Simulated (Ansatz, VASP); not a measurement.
This is a calculation of AlFe for Ansatz 0.2.0.

The input input.yaml:

```yaml
crystal:
  lattice:
    - [2.91, 0.0, 0.0]
    - [0.0, 2.91, 0.0]
    - [0.0, 0.0, 2.91]
  atoms:
    - { symbol: Fe, position: [0.5, 0.5, 0.5], spin: 0.8 }
    - { symbol: Al, position: [0.0, 0.0, 0.0] }
hamiltonian:
  xc: pbesol
  pseudopotentials: { kind: paw }
magnetization:
  spin_polarized: true
  initial_magnetization: 0.8
  spin_locking: { lock_magnetization: hard }
kpoints:
  mp_grid: { grid: [8, 8, 8] }
scf:
  occupations: { method: fermi_dirac, width: 0.05 }
  lower_state_search: "off"
output:
  forces: true
  stress: true
  eigenvalues: true
```

Potentials or basis: Ansatz PAW.

Run with:

```sh
$ ansatz run input.yaml --threads 2 --pin off --max-ram 5632MiB --backend cpu --events-out ev --progress --plain --runs-dir out
```

**Question.** Translate it to VASP 6.6.1. Potentials there: VASP PAW PBE potentials, release 64 (Fe, Al).

**Answer.** As run (the cutoff follows the program's own potentials):

File INCAR:

```
  PREC = Accurate
  ENCUT = 520
  EDIFF = 1E-6
  ISMEAR = -1
  SIGMA = 0.05
  LREAL = False
  LASPH = True
  NELM = 150
  ALGO = Normal
  ISIF = 2
  LWAVE = False
  LCHARG = False
  ISPIN = 2
  MAGMOM = 0.8 0
  LORBIT = 11
  NUPDOWN = 0.8
  LMAXMIX = 4
  GGA = PS
  NBANDS = 16
```

Contents of KPOINTS:

```
regular mesh
0
Gamma
  8 8 8
```

Contents of POSCAR:

```
AlFe
1.0
    2.9100000000      0.0000000000      0.0000000000
    0.0000000000      2.9100000000      0.0000000000
    0.0000000000      0.0000000000      2.9100000000
Fe Al
1 1
Direct
    0.5000000000      0.5000000000      0.5000000000
    0.0000000000      0.0000000000      0.0000000000
```

Potentials or basis: VASP PAW PBE potentials, release 64 (Fe, Al).

Launch:

```bash
$ cat potpaw_PBE.64/Fe/POTCAR potpaw_PBE.64/Al/POTCAR > POTCAR
$ mpirun -np 1 vasp_std > vasp.out
```

Both were run:

|  | VASP | Ansatz | Ansatz less VASP |
| --- | --- | --- | --- |
| pressure (GPa) | -10.5 | -10.7 | -0.21 |
| net moment per atom (μB) | 0.40 | 0.40 | 0.000 |
| size of the moment on the site where the two differ most (μB) | 0.84 | 0.84 | -0.007 |

VASP's potentials were made for PBE, not for PBEsol. Site moments also hang on the region over which each program counts them. VASP's potentials hold 11 valence electrons a cell and Ansatz's 19, so a difference there can come from the potentials and not from the codes.
